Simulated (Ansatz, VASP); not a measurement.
**LiH: VASP beside Ansatz**

```
CELL_PARAMETERS angstrom
0.00000 2.02570 2.02570
2.02570 0.00000 2.02570
2.02570 2.02570 0.00000
ATOMIC_POSITIONS crystal
Li 0.00000 0.00000 0.00000
H 0.50000 0.50000 0.50000
```

Change from the starting cell: volume scaled by 0.99, PAW files.

Alike in both runs: task electric field gradients; functional LDA; k mesh 11 × 11 × 11; occupations fermi-dirac, width 0.03 eV; no spin polarisation.

```csv
,VASP,Ansatz
version,VASP 6.6.1,Ansatz 0.2.0
potentials or method,"VASP PAW LDA potentials, release 64 (Li_sv, H)","PAW with Ansatz's default frozen-core files, scalar-relativistic"
plane-wave cutoff (eV),520,420
valence electrons in the cell,4,4
```

|  | VASP | Ansatz | Ansatz less VASP |
| --- | --- | --- | --- |
| gap on the k mesh at the Fermi level (eV) | 2.83 | 2.84 | +0.007 |

LDA's correlation is that of Perdew and Zunger in VASP and of Perdew and Wang (1992) in Ansatz.

Noted on VASP's run: the cutoff is short for stress, so the pressure is rough.
